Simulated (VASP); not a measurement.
# NaCl (I4_1md) in VASP: single point with PBE

Aim: the single point of NaCl with PBE.

Everything below comes from runs of VASP 6.6.1. Logs are shortened: lines on timing, memory, paths and dates and some standing lists are left out, and cuts for length are marked.

### Step 1. The cell of the first run

Symmetry: I4_1md, No. 109, tetragonal system. Conventional cell: a = 3.704 Å, b = 3.704 Å, c = 13.555 Å, α = 90.00°, β = 90.00°, γ = 90.00°. Within 3.8 Å of Na (site symmetry 2mm) lie 6 Cl at 2.87 to 2.89 Å and 4 Na at 3.70 Å. Cl (site symmetry 2mm) has 6 Na at 2.87 to 2.89 Å and 4 Cl at 3.70 Å within 3.8 Å.

### Step 2. Single point, PBE

The input, INCAR:

```
ALGO     = Normal         # electronic algorithm
EDIFF    = 1E-7           # SCF threshold, eV
ENCUT    = 520            # plane-wave cutoff, eV
GGA      = PE             # functional
ISIF     = 2              # what is computed and relaxed
ISMEAR   = 0              # smearing method
LASPH    = True           # aspherical terms in the spheres
LCHARG   = False          # write CHGCAR
LREAL    = False          # projectors in reciprocal space
LWAVE    = False          # write WAVECAR
NBANDS   = 22             # bands
NELM     = 80             # most SCF steps
PREC     = Accurate       # precision mode
SIGMA    = 0.1            # smearing width, eV
```

The input, KPOINTS:

```
k-points
0
Gamma
  8 8 8
```

The input, POSCAR:

```
NaCl
1.0
   -1.8520576162      1.8520576162      6.7772962524
    1.8520576162     -1.8520576162      6.7772962524
    1.8520576162      1.8520576162     -6.7772962524
Na Cl
2 2
Direct
    0.5431731914      0.5431731914      0.0000000000
    0.2931731914      0.7931731914      0.5000000000
    0.9568268086      0.9568268086      0.0000000000
    0.7068268086      0.2068268086      0.5000000000
```

Potentials or basis: VASP PAW PBE potentials, release 64 (Na_pv, Cl).

Launch:

```bash
$ cat potpaw_PBE.64/Na_pv/POTCAR potpaw_PBE.64/Cl/POTCAR > POTCAR
$ mpirun -np 1 vasp_std > vasp.out
```

OUTCAR:

```text
EDIFF = 1E-7
   ENCUT = 520
   GGA = PE
   ISIF = 2
   ISMEAR = 0
   LASPH = True
   LREAL = False
   NELM = 80
   PREC = Accurate

 ion  position               nearest neighbor table
   1  0.543  0.543  0.000-
   2  0.293  0.793  0.500-
   3  0.957  0.957  0.000-
   4  0.707  0.207  0.500-

  LATTYP: Found a body centered tetragonal cell.
 ALAT       =     3.7041152324
 C/A-ratio  =     3.6593333777

  Lattice vectors:

 A1 = (  -1.8520576162,   1.8520576162,   6.7772962524)
 A2 = (   1.8520576162,  -1.8520576162,   6.7772962524)
 A3 = (   1.8520576162,   1.8520576162,  -6.7772962524)

Analysis of symmetry for initial positions (statically):
=====================================================================
 Subroutine PRICEL returns:
 Original cell was already a primitive cell.

 Routine SETGRP: Setting up the symmetry group for a
 body centered tetragonal supercell.

 Subroutine GETGRP returns: Found  8 space group operations
 (whereof  4 operations were pure point group operations)
 out of a pool of 16 trial point group operations.

The static configuration has the point symmetry C_2v.
 The point group associated with its full space group is C_4v.

Analysis of symmetry for dynamics (positions and initial velocities):
=====================================================================
 Subroutine PRICEL returns:
 Original cell was already a primitive cell.

 Routine SETGRP: Setting up the symmetry group for a
 body centered tetragonal supercell.

 Subroutine GETGRP returns: Found  8 space group operations
 (whereof  4 operations were pure point group operations)
 out of a pool of 16 trial point group operations.

The dynamic configuration has the point symmetry C_2v.
 The point group associated with its full space group is C_4v.

 Subroutine INISYM returns: Found  8 space group operations
 (whereof  4 operations are pure point group operations),
 and found     1 'primitive' translations

----------------------------------------------------------------------------------------

                                     Primitive cell

  volume of cell :      92.9877

  direct lattice vectors                    reciprocal lattice vectors
    -1.852057616  1.852057616  6.777296252     0.000000000  0.269970003  0.073775733
     1.852057616 -1.852057616  6.777296252     0.269970003  0.000000000  0.073775733
     1.852057616  1.852057616 -6.777296252     0.269970003  0.269970003  0.000000000

  length of vectors
     7.265808924  7.265808924  7.265808924     0.279869007  0.279869007  0.381795240

  position of ions in fractional coordinates (direct lattice)
     0.543173191  0.543173191  0.000000000
     0.293173191  0.793173191  0.500000000
     0.956826809  0.956826809  0.000000000
     0.706826809  0.206826809  0.500000000

  ion indices of the primitive-cell ions
   primitive index   ion index
                 1           1
                 2           2
                 3           3
                 4           4

----------------------------------------------------------------------------------------

 KPOINTS: k-points

Automatic generation of k-mesh.
 Grid dimensions read from file:
 generate k-points for:    8    8    8

 Generating k-lattice:

  Cartesian coordinates                     Fractional coordinates (reciprocal lattice)
     0.000000000  0.033746250  0.009221967     0.125000000 -0.000000000  0.000000000
     0.033746250  0.000000000  0.009221967    -0.000000000  0.125000000  0.000000000
     0.033746250  0.033746250  0.000000000     0.000000000  0.000000000  0.125000000

  Length of vectors
     0.034983626  0.034983626  0.047724405

  Shift w.r.t. Gamma in fractional coordinates (k-lattice)
     0.000000000  0.000000000  0.000000000

 Subroutine IBZKPT returns following result:
 ===========================================

 Found     59 irreducible k-points:

 Following reciprocal coordinates:
            Coordinates               Weight
  0.000000  0.000000  0.000000      1.000000
  0.125000 -0.000000  0.000000      8.000000
  0.250000 -0.000000  0.000000      8.000000
  0.375000 -0.000000  0.000000      8.000000
  0.500000 -0.000000  0.000000      4.000000
  0.125000  0.125000  0.000000      8.000000
[... 16 lines left out ...]
  0.250000  0.125000  0.125000     16.000000
  0.375000  0.125000  0.125000      8.000000
 [... further k-points ...]
   k-points           NKPTS =     59   k-points in BZ     NKDIM =     59   number of bands    NBANDS=     22
   number of dos      NEDOS =    301   number of ions     NIONS =      4
   total plane-waves  NPLWV = 157464
   dimension x,y,z NGX =    54 NGY =   54 NGZ =   54
   dimension x,y,z NGXF=   108 NGYF=  108 NGZF=  108
   ions per type =               2   2
   NGX,Y,Z   is equivalent  to a cutoff of  12.36, 12.36, 12.36 a.u.
   NGXF,Y,Z  is equivalent  to a cutoff of  24.71, 24.71, 24.71 a.u.
 SYSTEM =  unknown system
   PREC   = accura    normal or accurate (medium, high low for compatibility)
   ISTART =      0    job   : 0-new  1-cont  2-samecut
   ICHARG =      2    charge: 1-file 2-atom 10-const
   ISPIN  =      1    spin polarized calculation?
   LNONCOLLINEAR =      F non collinear calculations
   LSORBIT =      F    spin-orbit coupling
   LASPH  =      T    aspherical Exc in radial PAW
   ENCUT  =  520.0 eV  38.22 Ry    6.18 a.u.  13.51 13.51 13.51*2*pi/ulx,y,z
   NELM   =     80;   NELMIN=  2; NELMDL= -5     # of ELM steps
   EDIFF  = 0.1E-06   stopping-criterion for ELM
   LREAL  =      F    real-space projection
   EDIFFG = 0.1E-05   stopping-criterion for IOM
   NSW    =      0    number of steps for IOM
   IBRION =     -1    ionic relax: 0-MD 1-quasi-New 2-CG
   NFREE  =      0    steps in history (QN), initial steepest desc. (CG)
   ISIF   =      2    stress and relaxation
   ISYM   =      2    0-nonsym 1-usesym 2-fastsym
   POTIM  = 0.5000    time-step for ionic-motion
   TEBEG  =    0.0;   TEEND  =   0.0 temperature during run
   PSTRESS=    0.0 pullay stress
   NELECT =      28.0000    total number of electrons
   NUPDOWN=      -1.0000    fix difference up-down
   EMIN   =  10.00;   EMAX   =-10.00  energy-range for DOS
   EFERMI =   0.00;   METHOD = LEGACY
   ISMEAR =     0;   SIGMA  =   0.10  broadening in eV -4-tet -1-fermi 0-gaus
   EFERMI_NEDOS =   21; number of points for ismear=-14 and -15
   IALGO  =     38    algorithm
   IMIX   =      4    mixing-type and parameters
     AMIX     =   0.40;   BMIX     =  1.00
     AMIX_MAG =   1.60;   BMIX_MAG =  1.00
  volume/ion in A,a.u.               =      23.25       156.88
  Fermi-wavevector in a.u.,A,eV,Ry     =   1.097284  2.073566 16.381851  1.204032
  Thomas-Fermi vector in A             =   2.233641
   LORBIT       =      0    0 simple, 1 ext, 2 COOP (PROOUT), +10 PAW based schemes
   GGA     = PE    functional components
   LHFCALC =     F    Hartree Fock is set to
   AEXX    =    0.0000 exact exchange contribution
   IVDW    =     0    specifies the selected vdW correction
   LEPSILON=     F    determine dielectric tensor
   LRPA    =     F    only Hartree local field effects (RPA)
 non-spin polarized calculation
 Gauss-broadening in eV      SIGMA  =   0.10
  energy-cutoff  :      520.00
  volume of cell :       92.99
 maximum number of plane-waves:      2530
 NGX is ok and might be reduce to    54
   NGX = 27   NGY = 27   NGZ = 27

 number of electron      28.0000005 magnetization

 Free energy of the ion-electron system (eV)
  ---------------------------------------------------
  ext. energy  EPLUGINS =         0.00000000
  ---------------------------------------------------
  free energy    TOTEN  =       -13.22970074 eV

  energy without entropy =      -13.22970074  energy(sigma->0) =      -13.22970074

 E-fermi :  -0.0985     XC(G=0):  -7.9905

 val. band max:       -0.5615833027   @ k =   0.5000  -0.0000   0.0000
 cond. band min:       3.8990653347   @ k =   0.0000   0.0000   0.0000
 fundamental gap:      4.4606486374
 Fermi energy:        -0.0985139030

 k-point     1 :       0.0000    0.0000    0.0000
  band No.  band energies     occupation
      1     -21.9792      2.00000
      2     -21.9563      2.00000
      3     -21.9563      2.00000
      4     -21.9532      2.00000
      5     -21.9254      2.00000
      6     -21.9254      2.00000
[... 14 lines left out ...]
     21      12.2337      0.00000
     22      12.2341      0.00000

 k-point     2 :       0.1250   -0.0000    0.0000
  band No.  band energies     occupation
      1     -21.9777      2.00000
      2     -21.9601      2.00000
      3     -21.9559      2.00000
      4     -21.9534      2.00000
      5     -21.9293      2.00000
      6     -21.9251      2.00000
[... 14 lines left out ...]
     21      11.3562      0.00000
     22      12.0740      0.00000

 k-point     3 :       0.2500   -0.0000    0.0000
  band No.  band energies     occupation
      1     -21.9742      2.00000
      2     -21.9688      2.00000
      3     -21.9551      2.00000
      4     -21.9544      2.00000
      5     -21.9382      2.00000
      6     -21.9242      2.00000
[... 14 lines left out ...]
     21      10.8848      0.00000
     22      11.8132      0.00000

 k-point     4 :       0.3750   -0.0000    0.0000
  band No.  band energies     occupation
      1     -21.9779      2.00000
      2     -21.9700      2.00000
      3     -21.9564      2.00000
      4     -21.9542      2.00000
      5     -21.9464      2.00000
      6     -21.9233      2.00000
[... 14 lines left out ...]
     21      11.2667      0.00000
     22      11.3637      0.00000

 k-point     5 :       0.5000   -0.0000    0.0000
  band No.  band energies     occupation
      1     -21.9816      2.00000
      2     -21.9684      2.00000
      3     -21.9578      2.00000
      4     -21.9539      2.00000
      5     -21.9494      2.00000
      6     -21.9230      2.00000
[... 417 lines left out ...]
 k-point    22 :       0.1250    0.1250    0.1250
  band No.  band energies     occupation
      1     -21.9706      2.00000
      2     -21.9673      2.00000
      3     -21.9661      2.00000
      4     -21.9546      2.00000
      5     -21.9370      2.00000
      6     -21.9354      2.00000
[... 14 lines left out ...]
     21      10.6440      0.00000
     22      11.2453      0.00000

 k-point    23 :       0.2500    0.1250    0.1250
  band No.  band energies     occupation
      1     -21.9752      2.00000
      2     -21.9673      2.00000
      3     -21.9647      2.00000
      4     -21.9562      2.00000
      5     -21.9442      2.00000
      6     -21.9347      2.00000
[... 14 lines left out ...]
     21      10.7261      0.00000
     22      10.9181      0.00000

 k-point    24 :       0.3750    0.1250    0.1250
  band No.  band energies     occupation
      1     -21.9785      2.00000
      2     -21.9661      2.00000
      3     -21.9637      2.00000
      4     -21.9572      2.00000
      5     -21.9473      2.00000
      6     -21.9342      2.00000
[... 14 lines left out ...]
     21      10.7239      0.00000
     22      10.7594      0.00000

 [... further k-points ...]
[... 5 lines left out ...]
  --------------------------------------------------------------------------------------
  -------------------------------------------------------------------------------------
  Total       -0.0000563     -0.0000563      0.1517479      0.0000000      0.0000000      0.0000000
  in kB       -0.0009700     -0.0009700      2.6146146      0.0000000      0.0000000      0.0000000
  external PRESSURE =       0.8708915 kB  Pullay stress =       0.0000000 kB

 VOLUME and BASIS-vectors are now :
 -----------------------------------------------------------------------------
  energy-cutoff  :      520.00
  volume of cell :       92.99
      direct lattice vectors                 reciprocal lattice vectors
    -1.852057616  1.852057616  6.777296252     0.000000000  0.269970003  0.073775733
     1.852057616 -1.852057616  6.777296252     0.269970003  0.000000000  0.073775733
     1.852057616  1.852057616 -6.777296252     0.269970003  0.269970003  0.000000000

 POSITION                                       TOTAL-FORCE (eV/Angst)
 -----------------------------------------------------------------------------------
      0.00000      0.00000      7.36249        -0.000000     -0.000000      0.000208
      1.85206      0.00000      3.97384         0.000000      0.000000      0.000208
      0.00000      0.00000     12.96940         0.000000      0.000000     -0.000208
      0.00000      1.85206      2.80345         0.000000      0.000000     -0.000208
 -----------------------------------------------------------------------------------
    total drift:                               -0.000003     -0.000003      0.002523

  FREE ENERGIE OF THE ION-ELECTRON SYSTEM (eV)
  ---------------------------------------------------
  free  energy   TOTEN  =       -13.2297007353 eV

  energy  without entropy=      -13.2297007353  energy(sigma->0) =      -13.22970074
```

It took 4.8 min on 1 thread of Intel Xeon Platinum 8375C at 2.90GHz (Ice Lake), shared host; peak memory 0.42 GiB.

Results:

```yaml
Free_energy: -13.2297 eV
Pressure: 0.1 GPa
Band_gap_on_the_k_mesh: 4.46 eV, indirect (least direct gap 4.65 eV)
```

Stress tensor (GPa, compression positive):
```
0.00 0.00 0.00
0.00 0.00 0.00
0.00 0.00 0.26
```

A k mesh can miss the band edges.
